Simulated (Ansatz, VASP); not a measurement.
**Au: VASP beside Ansatz**

```
Au
1.0
     2.94010    0.00000    0.00000
     0.00000    4.15793    0.00000
     0.00000    0.00000   21.88020
Au
5
Direct
  0.00000 0.00000 0.36978
  0.50000 0.50000 0.42919
  0.00000 0.00000 0.50000
  0.50000 0.50000 0.57081
  0.00000 0.00000 0.63022
```

Alike in both runs: functional PBE; k mesh 12 × 9 × 1; occupations fermi-dirac, width 0.05 eV; no spin polarisation.

Ansatz relaxed the structure, and its values are those at the end. VASP's run is a single point on that final structure, the one shown.

```csv
,VASP,Ansatz
version,VASP 6.6.1,Ansatz 0.2.0
potentials or method,"VASP PAW PBE potentials, release 64 (Au), cutoff 520 eV","all-electron LAPW, scalar-relativistic"
```

VASP gave:

* rms of the force components (eV/Å): 0.004

**Question.** Estimate Ansatz's values.

**Answer.** rms of the force components (eV/Å): 0.002.

Ansatz ran all-electron here, and VASP with PAW potentials.

Spin-orbit coupling is off throughout.
